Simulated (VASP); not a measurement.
# Cr (Im-3m) in VASP: settings compared

Cr is run at these levels: revPBE+D3(BJ), PBE+D3(BJ), BHLYP; tasks: relaxation of cell and atoms, single point.

Program: VASP 6.6.1. These are calculated values, not measurements. Logs are shortened: lines on timing, memory, paths and dates and some standing lists are left out, and cuts for length are marked.

## Step 1: The cell of the first run

The structure is cubic, space group Im-3m (No. 229). Conventional cell: a = 2.969 Å, b = 2.969 Å, c = 2.969 Å, α = 90.00°, β = 90.00°, γ = 90.00°. Cr (site symmetry m-3m) has 14 Cr at 2.57 to 2.97 Å within 3.4 Å.

## Step 2: Relaxation of cell and atoms, revPBE+D3(BJ), collinear spin, ferromagnetic start

Input file INCAR:

```
ALGO = Normal ; EDIFF = 1E-7
EDIFFG = -0.01 ; ENCUT = 500
GGA = RE ; GGA_COMPAT = False
IBRION = 2 ; ISIF = 3
ISMEAR = -1 ; ISPIN = 2
IVDW = 12 ; LASPH = True
LCHARG = False ; LMAXMIX = 4
LORBIT = 11 ; LREAL = False
LWAVE = False ; MAGMOM = 3
NELM = 200 ; NELMIN = 4
NSW = 60 ; PREC = Accurate
SIGMA = 0.05
```

Input file KPOINTS:

```
k-points
0
Gamma
  12 12 12
```

Input file POSCAR:

```
Cr
1.0
   -1.4844496776      1.4844496776      1.4844496776
    1.4844496776     -1.4844496776      1.4844496776
    1.4844496776      1.4844496776     -1.4844496776
Cr
1
Direct
    0.0000000000      0.0000000000      0.0000000000
```

Potentials or basis: VASP PAW PBE potentials, release 64 (Cr_pv).

The run is started by

```
$ cat potpaw_PBE.64/Cr_pv/POTCAR > POTCAR
$ mpirun -np 1 vasp_std > vasp.out
```

OUTCAR:

```text
EDIFF = 1E-7
   EDIFFG = -0.01
   ENCUT = 500
   GGA = RE
   IBRION = 2
   ISIF = 3
   ISMEAR = -1
   ISPIN = 2
   IVDW = 12
   LASPH = True
   LORBIT = 11
   LREAL = False
   NELM = 200
   NELMIN = 4
   NSW = 60
   PREC = Accurate
 IVDW          = 12

 ion  position               nearest neighbor table
   1  0.000  0.000  0.000-

  LATTYP: Found a body centered cubic cell.
 ALAT       =     2.9688993552

  Lattice vectors:

 A1 = (  -1.4844496776,   1.4844496776,   1.4844496776)
 A2 = (   1.4844496776,  -1.4844496776,   1.4844496776)
 A3 = (   1.4844496776,   1.4844496776,  -1.4844496776)

Analysis of symmetry for initial positions (statically):
=====================================================================
 Subroutine PRICEL returns:
 Original cell was already a primitive cell.

 Routine SETGRP: Setting up the symmetry group for a
 body centered cubic supercell.

 Subroutine GETGRP returns: Found 48 space group operations
 (whereof 48 operations were pure point group operations)
 out of a pool of 48 trial point group operations.

The static configuration has the point symmetry O_h .

Analysis of symmetry for dynamics (positions and initial velocities):
=====================================================================
 Subroutine PRICEL returns:
 Original cell was already a primitive cell.

 Routine SETGRP: Setting up the symmetry group for a
 body centered cubic supercell.

 Subroutine GETGRP returns: Found 48 space group operations
 (whereof 48 operations were pure point group operations)
 out of a pool of 48 trial point group operations.

The dynamic configuration has the point symmetry O_h .

Analysis of structural, dynamic, and magnetic symmetry:
=====================================================================
 Subroutine PRICEL returns:
 Original cell was already a primitive cell.

 Routine SETGRP: Setting up the symmetry group for a
 body centered cubic supercell.

 Subroutine GETGRP returns: Found 48 space group operations
 (whereof 48 operations were pure point group operations)
 out of a pool of 48 trial point group operations.

The overall configuration has the point symmetry O_h .

 Subroutine INISYM returns: Found 48 space group operations
 (whereof 48 operations are pure point group operations),
 and found     1 'primitive' translations

----------------------------------------------------------------------------------------

                                     Primitive cell

  volume of cell :      13.0845

  direct lattice vectors                    reciprocal lattice vectors
    -1.484449678  1.484449678  1.484449678     0.000000000  0.336825160  0.336825160
[... 85 lines left out ...]
   LREAL  =      F    real-space projection
   EDIFFG = -.1E-01   stopping-criterion for IOM
   NSW    =     60    number of steps for IOM
   IBRION =      2    ionic relax: 0-MD 1-quasi-New 2-CG
   NFREE  =      1    steps in history (QN), initial steepest desc. (CG)
   ISIF   =      3    stress and relaxation
   ISYM   =      2    0-nonsym 1-usesym 2-fastsym
   POTIM  = 0.5000    time-step for ionic-motion
   TEBEG  =    0.0;   TEEND  =   0.0 temperature during run
   PSTRESS=    0.0 pullay stress
   NELECT =      12.0000    total number of electrons
   NUPDOWN=      -1.0000    fix difference up-down
   EMIN   =  10.00;   EMAX   =-10.00  energy-range for DOS
   EFERMI =   0.00;   METHOD = LEGACY
   ISMEAR =    -1;   SIGMA  =   0.05  broadening in eV -4-tet -1-fermi 0-gaus
   EFERMI_NEDOS =   21; number of points for ismear=-14 and -15
   IALGO  =     38    algorithm
   IMIX   =      4    mixing-type and parameters
     AMIX     =   0.40;   BMIX     =  1.00
     AMIX_MAG =   1.60;   BMIX_MAG =  1.00
  volume/ion in A,a.u.               =      13.08        88.30
  Fermi-wavevector in a.u.,A,eV,Ry     =   1.590559  3.005721 34.421077  2.529878
  Thomas-Fermi vector in A             =   2.689235
   LORBIT       =     11    0 simple, 1 ext, 2 COOP (PROOUT), +10 PAW based schemes
   GGA     = RE    functional components
   LHFCALC =     F    Hartree Fock is set to
   AEXX    =    0.0000 exact exchange contribution
   IVDW    =    12    specifies the selected vdW correction
   LEPSILON=     F    determine dielectric tensor
   LRPA    =     F    only Hartree local field effects (RPA)
 conjugate gradient relaxation of ions
 spin polarized calculation
  energy-cutoff  :      500.00
  volume of cell :       13.08
 maximum number of plane-waves:       370
   NGX =  9   NGY =  9   NGZ =  9

--------------------------------------- Ionic step        1  -------------------------------------------

 number of electron      12.0000008 magnetization       0.0000369

 number of electron      12.0000008 magnetization      -0.0000091

 Free energy of the ion-electron system (eV)
  ---------------------------------------------------
  ext. energy  EPLUGINS =         0.00000000
  ---------------------------------------------------
  free energy    TOTEN  =        -9.00171592 eV

  energy without entropy =       -8.99593403  energy(sigma->0) =       -8.99882498

 E-fermi :   9.3339     XC(G=0): -12.8764

 val. band max:        9.2842938240   @ k =  -0.2500   0.3333   0.1667
 cond. band min:       9.3623699872   @ k =   0.4167   0.0833   0.0000
 fundamental gap:      0.0780761632
 Fermi energy:         9.3338801693

 spin component 1

 k-point     1 :       0.0000    0.0000    0.0000
  band No.  band energies     occupation
      1     -33.5413      1.00000
      2     -33.5413      1.00000
      3     -33.5413      1.00000
      4       1.9827      1.00000
      5       8.6154      1.00000
      6       8.6154      1.00000
      7       8.6154      1.00000
      8      10.3753      0.00000
      9      10.3753      0.00000
     10      16.4870      0.00000
     11      30.6761      0.00000
     12      30.6761      0.00000
[... 872 lines left out ...]
 number of electron      12.0000009 magnetization      -0.0000001

 number of electron      12.0000009 magnetization       0.0000002

 Free energy of the ion-electron system (eV)
  ---------------------------------------------------
  ext. energy  EPLUGINS =         0.00000000
  ---------------------------------------------------
  free energy    TOTEN  =        -9.08001236 eV

  energy without entropy =       -9.07664749  energy(sigma->0) =       -9.07832992

 E-fermi :  11.6666     XC(G=0): -13.8351

 val. band max:       11.5590028930   @ k =   0.1667   0.0000   0.0000
 cond. band min:      11.7376400630   @ k =  -0.3333   0.3333   0.2500
 fundamental gap:      0.1786371700
 Fermi energy:        11.6666349993

 spin component 1

 k-point     1 :       0.0000    0.0000    0.0000
  band No.  band energies     occupation
      1     -31.0237      1.00000
      2     -31.0237      1.00000
      3     -31.0237      1.00000
      4       3.6562      1.00000
      5      10.7209      1.00000
      6      10.7209      1.00000
      7      10.7209      1.00000
      8      12.9016      0.00000
      9      12.9016      0.00000
     10      18.8703      0.00000
     11      34.2890      0.00000
     12      34.2890      0.00000
[... 741 lines left out ...]
  FREE ENERGIE OF THE ION-ELECTRON SYSTEM (eV)
  ---------------------------------------------------
  free  energy   TOTEN  =       -10.0691775876 eV

  energy  without entropy=      -10.0658127200  energy(sigma->0) =      -10.06749515

 reached required accuracy - stopping structural energy minimisation

 total charge

# of ion       s       p       d       tot
------------------------------------------
    1        0.468   6.428   4.267  11.164

 magnetization (x)

# of ion       s       p       d       tot
------------------------------------------
    1       -0.000   0.000  -0.000  -0.000
```

CONTCAR:

```text
Cr
   1.00000000000000
    -1.4040801772369143    1.4040801772369143    1.4040801772369143
     1.4040801772369143   -1.4040801772369143    1.4040801772369143
     1.4040801772369143    1.4040801772369143   -1.4040801772369143
  Cr
     1
Direct
     0.0000000000000000    0.0000000000000000    0.0000000000000000

  0.00000000E+00  0.00000000E+00  0.00000000E+00
```

Wall time 46 s (1 thread of Intel Xeon Platinum 8488C (Sapphire Rapids), shared host); peak memory 0.16 GiB.

Results:

```
Free energy                                           : -10.0692 eV
Relaxed volume                                        : 11.07 Å³/atom
Relaxed cell                                          : a = 2.432 Å, b = 2.432 Å, c = 2.432 Å, α = 109.47°, β = 109.47°, γ = 109.47°
Space group after relaxing (to 0.1 Å)                 : Im-3m (No. 229)
Energy gained by relaxing                             : 237.7 meV/atom
Ionic steps                                           : 5
Pressure after relaxing                               : 0.1 GPa
Band gap on the k mesh                                : zero (filled and empty bands overlap)
Net moment                                            : 0.00 μB per cell
Valence electrons inside the program's atomic spheres : Cr 11.16
Dispersion energy per atom                            : -0.989 eV
```

The path:
| step | energy change (eV) | largest force (eV/Å) | pressure (GPa) | volume (Å³) |
| --- | --- | --- | --- | --- |
| 1 | 0.0000 | 0.0000 | -32.70 | 13.08 |
| 2 | 0.4763 | 0.0000 | 117.20 | 8.65 |
| 3 | -0.2364 | 0.0000 | -3.14 | 11.20 |
| 4 | -0.2376 | 0.0000 | -0.89 | 11.11 |
| 5 | -0.2377 | 0.0000 | 0.06 | 11.07 |

Final structure:
```
Cr
1.0
    -1.40408    1.40408    1.40408
     1.40408   -1.40408    1.40408
     1.40408    1.40408   -1.40408
Cr
1
Direct
  0.00000 0.00000 0.00000
```

Caveat: the volume moved by over 15 % at a fixed basis, so the end points are rough; the moments typed at the start vanished in this run; the PAW data sets were made with another functional, which shifts forces and pressure a little.

## Step 3: Relaxation of cell and atoms, PBE+D3(BJ), collinear spin, ferromagnetic start

Input file INCAR:

```
SYSTEM = Cr
PREC = Accurate ; ENCUT = 500
EDIFF = 1E-7 ; ISMEAR = -1
SIGMA = 0.05 ; LREAL = .False.
LASPH = .True. ; NELM = 200
ALGO = Normal ; ISIF = 3
LWAVE = .False. ; LCHARG = .False.
ISPIN = 2 ; MAGMOM = 3
LORBIT = 11 ; LMAXMIX = 4
GGA = PE ; IVDW = 12
IBRION = 2 ; NSW = 60
EDIFFG = -0.01 ; GGA_COMPAT = .False.
NELMIN = 4
```

Input file KPOINTS:

```
Automatic mesh
0
Gamma
  12 12 12
  0 0 0
```

POSCAR is that of step 2.

Potentials or basis: VASP PAW PBE potentials, release 64 (Cr_pv).

The run is started by

```
$ cat potpaw_PBE.64/Cr_pv/POTCAR > POTCAR
$ mpirun -np 1 vasp_std > vasp.out
```

Wall time 57 s (1 thread of Intel Xeon Platinum 8488C (Sapphire Rapids), shared host); peak memory 0.16 GiB.

It converged, with:

```
Free energy                                           : -10.0266 eV
Relaxed volume                                        : 11.20 Å³/atom
Relaxed cell                                          : a = 2.441 Å, b = 2.441 Å, c = 2.441 Å, α = 109.47°, β = 109.47°, γ = 109.47°
Space group after relaxing (to 0.1 Å)                 : Im-3m (No. 229)
Energy gained by relaxing                             : 207.4 meV/atom
Ionic steps                                           : 7
Pressure after relaxing                               : 0.0 GPa
Band gap on the k mesh                                : zero (filled and empty bands overlap)
Net moment                                            : 0.00 μB per cell
Valence electrons inside the program's atomic spheres : Cr 11.13
Dispersion energy per atom                            : -0.511 eV
```

The path:
```
step  energy change (eV)  largest force (eV/Å)  pressure (GPa)  volume (Å³)
   1              0.0000                0.0000          -30.74        13.08
   2              0.4095                0.0000          104.62         8.88
   3             -0.2064                0.0000           -2.70        11.31
   4             -0.2073                0.0000           -0.71        11.23
   5             -0.2074                0.0000            0.15        11.19
   6             -0.2074                0.0000           -0.22        11.21
   7             -0.2074                0.0000            0.02        11.20
```

Final structure:
```cif
data_structure
_symmetry_space_group_name_H-M 'P 1'
_symmetry_Int_Tables_number 1
_cell_length_a 2.4412
_cell_length_b 2.4412
_cell_length_c 2.4412
_cell_angle_alpha 109.471
_cell_angle_beta 109.471
_cell_angle_gamma 109.471
_cell_volume 11.20
loop_
_atom_site_label
_atom_site_type_symbol
_atom_site_fract_x
_atom_site_fract_y
_atom_site_fract_z
_atom_site_occupancy
Cr1 Cr 0.00000 0.00000 0.00000 1
```

Levels at points of the mesh, in eV from the Fermi level:
Spin up:
| k point | band 3 | band 4 | band 5 | band 6 | band 7 | band 8 | band 9 | band 10 |
| --- | --- | --- | --- | --- | --- | --- | --- | --- |
| (0.00, 0.00, 0.00) | -42.65 | -7.96 | -0.93 | -0.93 | -0.93 | 1.21 | 1.21 | 7.17 |
| (0.50, 0.00, 0.00) | -42.66 | -4.58 | -2.55 | 1.20 | 1.22 | 1.57 | 2.99 | 7.16 |
| (0.50, 0.50, 0.50) | -43.35 | -4.49 | -4.49 | 2.58 | 2.58 | 2.58 | 7.16 | 10.90 |
Spin down:
| k point | band 2 | band 3 | band 4 | band 5 | band 6 | band 7 | band 8 | band 9 | band 10 | band 11 |
| --- | --- | --- | --- | --- | --- | --- | --- | --- | --- | --- |
| (0.00, 0.00, 0.00) | -42.65 | -42.65 | -7.96 | -0.93 | -0.93 | -0.93 | 1.21 | 1.21 | 7.17 | 22.55 |
| (0.50, 0.00, 0.00) | -42.97 | -42.66 | -4.58 | -2.55 | 1.20 | 1.22 | 1.57 | 2.99 | 7.16 | 10.32 |
| (0.50, 0.50, 0.50) | -43.35 | -43.35 | -4.49 | -4.49 | 2.58 | 2.58 | 2.58 | 7.16 | 10.90 | 10.90 |

Caveat: an empty level that is flat over the whole mesh can mark a ghost state of the potentials, or a narrow d or f band; the moments typed at the start vanished in this run.

(Continued in part 2 of 2.)

The gap in the log of VASP goes by the Fermi energy; the results here count the filled bands.